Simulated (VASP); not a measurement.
Input of a VASP 6.6.1 run:

The input INCAR:

```
SYSTEM = Pt
PREC = Accurate
ENCUT = 500
EDIFF = 1E-6
ISMEAR = 0
SIGMA = 0.1
LREAL = .FALSE.
LASPH = .TRUE.
NELM = 120
ALGO = Normal
ISIF = 2
LWAVE = .FALSE.
LCHARG = .TRUE.
GGA = PE
LELF = .TRUE.
LVHAR = .TRUE.
ISYM = 0
NBANDS = 11
GGA_COMPAT = .FALSE.
```

KPOINTS

```
Automatic mesh
0
Gamma
  18 18 18
  0.5 0.5 0.5
```

The input POSCAR:

```
Pt
1.0
    0.0000000000      1.9851446220      1.9851446220
    1.9851446220      0.0000000000      1.9851446220
    1.9851446220      1.9851446220      0.0000000000
Pt
1
Direct
    0.0000000000      0.0000000000      0.0000000000
```

Potentials or basis: VASP PAW PBE potentials, release 64 (Pt).

Command:

```sh
$ cat potpaw_PBE.64/Pt/POTCAR > POTCAR
$ mpirun -np 1 vasp_std > vasp.out
```

(1) Estimate the band gap on the k mesh.

(2) Estimate the pressure.

## Answers

(1) zero (bands 5 and 6 overlap by 2.07 eV).

(2) -0.5 GPa.

Caveat: spin-orbit coupling is left out, which moves the levels of the heavy elements.
